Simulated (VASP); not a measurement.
Here is a VASP 6.6.1 calculation.

File INCAR:

```
SYSTEM = Sb
ALGO     = Normal         ! electronic algorithm
EDIFF    = 1E-7           ! SCF threshold, eV
ENCUT    = 520            ! plane-wave cutoff, eV
GGA      = PE             ! functional
ISIF     = 2              ! what is computed and relaxed
ISMEAR   = -1             ! smearing method
LASPH    = .True.         ! aspherical terms in the spheres
LCHARG   = .False.        ! write CHGCAR
LREAL    = .False.        ! projectors in reciprocal space
LWAVE    = .False.        ! write WAVECAR
NBANDS   = 12             ! bands
NELM     = 100            ! most SCF steps
PREC     = Accurate       ! precision mode
SIGMA    = 0.05           ! smearing width, eV
```

KPOINTS

```
k-points
0
Gamma
  9 9 5
  0 0 0
```

The input POSCAR:

```
Sb
1.0
    0.0000000000     -2.3712425200     -2.3712425200
   -2.3712425200      0.0000000000     -2.3712425200
    2.3712425200      2.3712425200     -4.7424850400
Sb
2
Direct
    0.4898204400      0.4577360300      0.5601456900
    0.0101795600      0.0422639700      0.9398543100
```

Potentials or basis: VASP PAW PBE potentials, release 64 (Sb).

The run is started by

```bash
$ cat potpaw_PBE.64/Sb/POTCAR > POTCAR
$ mpirun -np 1 vasp_std > vasp.out
```

**Question.** Estimate the pressure.

**Answer.** 13.2 GPa.

**Question.** Estimate the band gap on the k mesh.

**Answer.** Zero (band 5 reaches 11.73 eV, above the bottom of band 6 at 7.33 eV).

**Question.** Predict the largest force.

**Answer.** 2.011 eV/Å.

Forces on the atoms (eV/Å):
```
Sb  -1.365 -1.052  1.035
Sb   1.365  1.052 -1.035
```

Caveat: spin-orbit coupling is left out, which moves the levels of the heavy elements; forces of over 1 eV/Å act on the atoms, so gaps and moduli don't describe the material at rest.
